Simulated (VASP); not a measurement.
# Sc (Pm-3m) in VASP: further runs

The runs below take Sc through single point, relaxation of cell and atoms, with r2SCAN.

All numbers are computed with VASP 6.6.1; they aren't measurements. Logs are shortened: lines on timing, memory, paths and dates and some standing lists are left out, and cuts for length are marked.

### 1 The cell of the first run

Symmetry: Pm-3m, No. 221, cubic system. Conventional cell: a = 2.945 Å, b = 2.945 Å, c = 2.945 Å, α = 90.00°, β = 90.00°, γ = 90.00°. Within 3.9 Å of Sc (site symmetry m-3m) lie 6 Sc at 2.95 Å.

This isn't the form of Sc at room conditions, which is hcp.

### 2 Single point, r2SCAN

POSCAR reads:

```
Sc
1.0
    2.9453766669      0.0000000000      0.0000000000
    0.0000000000      2.9453766669      0.0000000000
    0.0000000000      0.0000000000      2.9453766669
Sc
1
Direct
    0.0000000000      0.0000000000      0.0000000000
```

INCAR.step1 reads:

```
SYSTEM = Sc
ALGO = Normal
EDIFF = 1E-4
ENCUT = 520
GGA = PE
ISMEAR = 0
LASPH = .True.
LCHARG = .False.
LREAL = .False.
LWAVE = .True.
NBANDS = 12
NELM = 80
PREC = Accurate
SIGMA = 0.05
```

INCAR.step2 reads:

```
SYSTEM = Sc
ALGO = Normal
EDIFF = 1E-6
ENCUT = 520
ISIF = 2
ISMEAR = 0
ISTART = 1
LASPH = .True.
LCHARG = .False.
LMIXTAU = .True.
LREAL = .False.
LWAVE = .False.
METAGGA = R2SCAN
NBANDS = 12
NELM = 80
PREC = Accurate
SIGMA = 0.05
```

KPOINTS reads:

```
k-points
0
Gamma
  9 9 9
  0 0 0
```

Potentials or basis: VASP PAW PBE potentials, release 64 (Sc_sv).

The run is started by

```sh
cat potpaw_PBE.64/Sc_sv/POTCAR > POTCAR
cp INCAR.step1 INCAR
mpirun -np 1 vasp_std > vasp.out
cp INCAR.step2 INCAR
mpirun -np 1 vasp_std > vasp.out
```

OUTCAR:

```text
SYSTEM = Sc
   EDIFF = 1E-6
   ENCUT = 520
   ISIF = 2
   ISMEAR = 0
   ISTART = 1
   LASPH = .True.
   LREAL = .False.
   METAGGA = R2SCAN
   NELM = 80
   PREC = Accurate

 ion  position               nearest neighbor table
   1  0.000  0.000  0.000-

  LATTYP: Found a simple cubic cell.
 ALAT       =     2.9453766669

  Lattice vectors:

 A1 = (   2.9453766669,   0.0000000000,   0.0000000000)
 A2 = (   0.0000000000,   2.9453766669,   0.0000000000)
 A3 = (   0.0000000000,   0.0000000000,   2.9453766669)

Analysis of symmetry for initial positions (statically):
=====================================================================
 Subroutine PRICEL returns:
 Original cell was already a primitive cell.

 Routine SETGRP: Setting up the symmetry group for a
 simple cubic supercell.

 Subroutine GETGRP returns: Found 48 space group operations
 (whereof 48 operations were pure point group operations)
 out of a pool of 48 trial point group operations.

The static configuration has the point symmetry O_h .

Analysis of symmetry for dynamics (positions and initial velocities):
=====================================================================
 Subroutine PRICEL returns:
 Original cell was already a primitive cell.

 Routine SETGRP: Setting up the symmetry group for a
 simple cubic supercell.

 Subroutine GETGRP returns: Found 48 space group operations
 (whereof 48 operations were pure point group operations)
 out of a pool of 48 trial point group operations.

The dynamic configuration has the point symmetry O_h .

 Subroutine INISYM returns: Found 48 space group operations
 (whereof 48 operations are pure point group operations),
 and found     1 'primitive' translations

----------------------------------------------------------------------------------------

                                     Primitive cell

  volume of cell :      25.5519

  direct lattice vectors                    reciprocal lattice vectors
     2.945376667  0.000000000  0.000000000     0.339515150  0.000000000  0.000000000
     0.000000000  2.945376667  0.000000000     0.000000000  0.339515150  0.000000000
     0.000000000  0.000000000  2.945376667     0.000000000  0.000000000  0.339515150

  length of vectors
     2.945376667  2.945376667  2.945376667     0.339515150  0.339515150  0.339515150

  position of ions in fractional coordinates (direct lattice)
     0.000000000  0.000000000  0.000000000

  ion indices of the primitive-cell ions
   primitive index   ion index
                 1           1

----------------------------------------------------------------------------------------

 KPOINTS: k-points

Automatic generation of k-mesh.
 Grid dimensions read from file:
 generate k-points for:    9    9    9

 Generating k-lattice:

  Cartesian coordinates                     Fractional coordinates (reciprocal lattice)
     0.037723906  0.000000000  0.000000000     0.111111111  0.000000000  0.000000000
     0.000000000  0.037723906  0.000000000     0.000000000  0.111111111  0.000000000
     0.000000000  0.000000000  0.037723906     0.000000000  0.000000000  0.111111111

  Length of vectors
     0.037723906  0.037723906  0.037723906

  Shift w.r.t. Gamma in fractional coordinates (k-lattice)
     0.000000000  0.000000000  0.000000000

 Subroutine IBZKPT returns following result:
 ===========================================

 Found     35 irreducible k-points:

 Following reciprocal coordinates:
            Coordinates               Weight
  0.000000  0.000000  0.000000      1.000000
  0.111111  0.000000  0.000000      6.000000
  0.222222  0.000000  0.000000      6.000000
  0.333333  0.000000  0.000000      6.000000
  0.444444  0.000000  0.000000      6.000000
  0.111111  0.111111  0.000000     12.000000
[... 16 lines left out ...]
  0.333333  0.333333  0.111111     24.000000
  0.444444  0.333333  0.111111     48.000000
 [... further k-points ...]
   k-points           NKPTS =     35   k-points in BZ     NKDIM =     35   number of bands    NBANDS=     12
   number of dos      NEDOS =    301   number of ions     NIONS =      1
   total plane-waves  NPLWV =  13824
   dimension x,y,z NGX =    24 NGY =   24 NGZ =   24
   dimension x,y,z NGXF=    48 NGYF=   48 NGZF=   48
   ions per type =               1
   NGX,Y,Z   is equivalent  to a cutoff of  13.55, 13.55, 13.55 a.u.
   NGXF,Y,Z  is equivalent  to a cutoff of  27.09, 27.09, 27.09 a.u.
 SYSTEM =  Sc
   PREC   = accura    normal or accurate (medium, high low for compatibility)
   ISTART =      1    job   : 0-new  1-cont  2-samecut
   ICHARG =      0    charge: 1-file 2-atom 10-const
   ISPIN  =      1    spin polarized calculation?
   LNONCOLLINEAR =      F non collinear calculations
   LSORBIT =      F    spin-orbit coupling
   LASPH  =      T    aspherical Exc in radial PAW
   ENCUT  =  520.0 eV  38.22 Ry    6.18 a.u.   5.48  5.48  5.48*2*pi/ulx,y,z
   NELM   =     80;   NELMIN=  2; NELMDL=  0     # of ELM steps
   EDIFF  = 0.1E-05   stopping-criterion for ELM
   LREAL  =      F    real-space projection
   EDIFFG = 0.1E-04   stopping-criterion for IOM
   NSW    =      0    number of steps for IOM
   IBRION =     -1    ionic relax: 0-MD 1-quasi-New 2-CG
   NFREE  =      0    steps in history (QN), initial steepest desc. (CG)
   ISIF   =      2    stress and relaxation
   ISYM   =      2    0-nonsym 1-usesym 2-fastsym
   POTIM  = 0.5000    time-step for ionic-motion
   TEBEG  =    0.0;   TEEND  =   0.0 temperature during run
   PSTRESS=    0.0 pullay stress
   NELECT =      11.0000    total number of electrons
   NUPDOWN=      -1.0000    fix difference up-down
   EMIN   =  10.00;   EMAX   =-10.00  energy-range for DOS
   EFERMI =   0.00;   METHOD = LEGACY
   ISMEAR =     0;   SIGMA  =   0.05  broadening in eV -4-tet -1-fermi 0-gaus
   EFERMI_NEDOS =   21; number of points for ismear=-14 and -15
   IALGO  =     38    algorithm
   IMIX   =      4    mixing-type and parameters
     AMIX     =   0.40;   BMIX     =  1.00
     AMIX_MAG =   1.60;   BMIX_MAG =  1.00
  volume/ion in A,a.u.               =      25.55       172.43
  Fermi-wavevector in a.u.,A,eV,Ry     =   1.236132  2.335951 20.790009  1.528023
  Thomas-Fermi vector in A             =   2.370753
   LORBIT       =      0    0 simple, 1 ext, 2 COOP (PROOUT), +10 PAW based schemes
   METAGGA = R2SCAN    functional components
   LHFCALC =     F    Hartree Fock is set to
   AEXX    =    0.0000 exact exchange contribution
   IVDW    =     0    specifies the selected vdW correction
   LEPSILON=     F    determine dielectric tensor
   LRPA    =     F    only Hartree local field effects (RPA)
 non-spin polarized calculation
 Gauss-broadening in eV      SIGMA  =   0.05
  energy-cutoff  :      520.00
  volume of cell :       25.55
 maximum number of plane-waves:       711
 NGX is ok and might be reduce to    24
   NGX = 11   NGY = 11   NGZ = 11

 number of electron      10.9999996 magnetization

 Free energy of the ion-electron system (eV)
  ---------------------------------------------------
  ext. energy  EPLUGINS =         0.00000000
  ---------------------------------------------------
  free energy    TOTEN  =       -10.52951395 eV

  energy without entropy =      -10.52607751  energy(sigma->0) =      -10.52779573

 E-fermi :   3.7724     XC(G=0): -10.3638

 val. band max:        3.7698431805   @ k =   0.2222   0.2222   0.0000
 cond. band min:       3.7725845235   @ k =   0.3333   0.1111   0.0000
 fundamental gap:      0.0027413430
 Fermi energy:         3.7723588751

 k-point     1 :       0.0000    0.0000    0.0000
  band No.  band energies     occupation
      1     -48.1353      2.00000
      2     -25.5240      2.00000
      3     -25.5240      2.00000
      4     -25.5240      2.00000
      5      -1.7447      2.00000
      6       3.2663      2.00000
      7       3.2663      2.00000
      8       7.7719      0.00000
      9       7.7719      0.00000
     10       7.7719      0.00000
     11      16.6997      0.00000
     12      16.6997      0.00000

 k-point     2 :       0.1111    0.0000    0.0000
  band No.  band energies     occupation
      1     -48.1273      2.00000
      2     -25.5919      2.00000
      3     -25.5182      2.00000
      4     -25.5182      2.00000
      5      -1.4781      2.00000
      6       3.3374      2.00000
      7       3.4169      2.00000
      8       7.5376      0.00000
      9       7.5376      0.00000
     10       7.7889      0.00000
     11      14.9761      0.00000
     12      17.1449      0.00000

 k-point     3 :       0.2222    0.0000    0.0000
  band No.  band energies     occupation
      1     -48.1068      2.00000
      2     -25.7610      2.00000
      3     -25.5033      2.00000
      4     -25.5033      2.00000
      5      -0.7251      2.00000
      6       3.5250      2.00000
      7       3.7385      1.66221
      8       7.0072      0.00000
      9       7.0072      0.00000
     10       7.8323      0.00000
     11      12.5506      0.00000
     12      18.3143      0.00000
[... 286 lines left out ...]
 k-point    23 :       0.3333    0.3333    0.1111
  band No.  band energies     occupation
      1     -48.0257      2.00000
      2     -25.8906      2.00000
      3     -25.8765      2.00000
      4     -25.5122      2.00000
      5       1.8166      2.00000
      6       3.9260      0.00001
      7       5.3480      0.00000
      8       5.7277      0.00000
      9       6.7158      0.00000
     10       6.9448      0.00000
     11      11.4532      0.00000
     12      13.9185      0.00000

 k-point    24 :       0.4444    0.3333    0.1111
  band No.  band energies     occupation
      1     -48.0109      2.00000
      2     -25.9977      2.00000
      3     -25.8669      2.00000
      4     -25.5009      2.00000
      5       2.0956      2.00000
      6       3.9640      0.00000
      7       5.4728      0.00000
      8       5.5874      0.00000
      9       6.8695      0.00000
     10       7.7858      0.00000
     11      10.1702      0.00000
     12      14.4463      0.00000

 [... further k-points ...]
[... 5 lines left out ...]
  --------------------------------------------------------------------------------------
  -------------------------------------------------------------------------------------
  Total        0.0297470      0.0297470      0.0297470     -0.0000000      0.0000000     -0.0000000
  in kB        1.8652243      1.8652243      1.8652243     -0.0000000      0.0000000     -0.0000000
  external PRESSURE =       1.8652243 kB  Pullay stress =       0.0000000 kB

 VOLUME and BASIS-vectors are now :
 -----------------------------------------------------------------------------
  energy-cutoff  :      520.00
  volume of cell :       25.55
      direct lattice vectors                 reciprocal lattice vectors
     2.945376667  0.000000000  0.000000000     0.339515150  0.000000000  0.000000000
     0.000000000  2.945376667  0.000000000     0.000000000  0.339515150  0.000000000
     0.000000000  0.000000000  2.945376667     0.000000000  0.000000000  0.339515150

 POSITION                                       TOTAL-FORCE (eV/Angst)
 -----------------------------------------------------------------------------------
      0.00000      0.00000      0.00000         0.000000      0.000000      0.000000
 -----------------------------------------------------------------------------------
    total drift:                                0.000000      0.000000      0.000000

  FREE ENERGIE OF THE ION-ELECTRON SYSTEM (eV)
  ---------------------------------------------------
  free  energy   TOTEN  =       -10.5295139458 eV

  energy  without entropy=      -10.5260775099  energy(sigma->0) =      -10.52779573
```

Run time: 13 s. Hardware: 1 thread of Intel Xeon 6975P-C (Granite Rapids), shared host; peak memory 0.14 GiB.

Results:

- Free energy: -10.5295 eV
- Pressure: 0.2 GPa
- Band gap on the k mesh: zero (an odd number of electrons rules out a gap without spin polarisation)

Levels at points of the mesh, in eV from the Fermi level:
```csv
k point,band 2,band 3,band 4,band 5,band 6,band 7,band 8,band 9,band 10,band 11
"(0.00, 0.00, 0.00)",-29.30,-29.30,-29.30,-5.52,-0.51,-0.51,4.00,4.00,4.00,12.93
```

Caveat: the PAW data sets were made with another functional, which shifts forces and pressure a little.

### 3 Relaxation of cell and atoms, r2SCAN

This run uses another cell than the first one, of 27.54 Å³/atom.

POSCAR reads:

```
Sc
1.0
    3.0200000000      0.0000000000      0.0000000000
    0.0000000000      3.0200000000      0.0000000000
    0.0000000000      0.0000000000      3.0200000000
Sc
1
Direct
    0.0000000000      0.0000000000      0.0000000000
```

INCAR.step1 reads:

```
SYSTEM = Sc
PREC = Accurate
ENCUT = 600
ISMEAR = 0
SIGMA = 0.05
LREAL = .FALSE.
LASPH = .TRUE.
NELM = 60
GGA = PE
ALGO = Normal
EDIFF = 1E-4
LWAVE = .TRUE.
LCHARG = .FALSE.
```

INCAR.step2 reads:

```
SYSTEM = Sc
PREC = Accurate
ENCUT = 600
EDIFF = 1E-6
ISMEAR = 0
SIGMA = 0.05
LREAL = .FALSE.
LASPH = .TRUE.
NELM = 60
ALGO = Normal
ISIF = 3
LWAVE = .FALSE.
LCHARG = .FALSE.
METAGGA = R2SCAN
LMIXTAU = .TRUE.
IBRION = 2
NSW = 60
EDIFFG = -0.02
ISTART = 1
```

KPOINTS reads:

```
Automatic mesh
0
G
  9 9 9
  0 0 0
```

Potentials or basis: VASP PAW PBE potentials, release 64 (Sc_sv).

The run is started by

```sh
cat potpaw_PBE.64/Sc_sv/POTCAR > POTCAR
cp INCAR.step1 INCAR
mpirun -np 1 vasp_std > vasp.out
cp INCAR.step2 INCAR
mpirun -np 1 vasp_std > vasp.out
```

It took 33 s on 1 thread of Intel Xeon 6975P-C (Granite Rapids), shared host; peak memory 0.15 GiB.

The run converged. Its results:

```
Free energy                           : -10.5303 eV
Relaxed volume                        : 25.61 Å³/atom
Relaxed cell                          : a = 2.948 Å, b = 2.948 Å, c = 2.948 Å, α = 90.00°, β = 90.00°, γ = 90.00°
Space group after relaxing (to 0.1 Å) : Pm-3m (No. 221)
Energy gained by relaxing             : 14.5 meV/atom
Ionic steps                           : 3
Pressure after relaxing               : 0.1 GPa
Band gap on the k mesh                : zero (an odd number of electrons rules out a gap without spin polarisation)
```

The path:
```tsv
step	energy change (eV)	largest force (eV/Å)	pressure (GPa)	volume (Å³)
1	0.0000	0.0000	-2.39	27.54
2	-0.0143	0.0000	-0.43	25.94
3	-0.0145	0.0000	0.11	25.61
```

Final structure:
```yaml
crystal:
  lattice:
    - [2.94764, 0.00000, 0.00000]
    - [0.00000, 2.94764, 0.00000]
    - [0.00000, 0.00000, 2.94764]
  atoms:
    - { symbol: Sc, position: [0.00000, 0.00000, 0.00000] }
```

Levels at points of the mesh, in eV from the Fermi level:
```csv
k point,band 4,band 5,band 6,band 7,band 8,band 9
"(0.00, 0.00, 0.00)",-29.30,-5.51,-0.50,-0.50,3.99,3.99
```

Caveat: the PAW data sets were made with another functional, which shifts forces and pressure a little.

The gap in the log of VASP goes by the Fermi energy; the results here count the filled bands.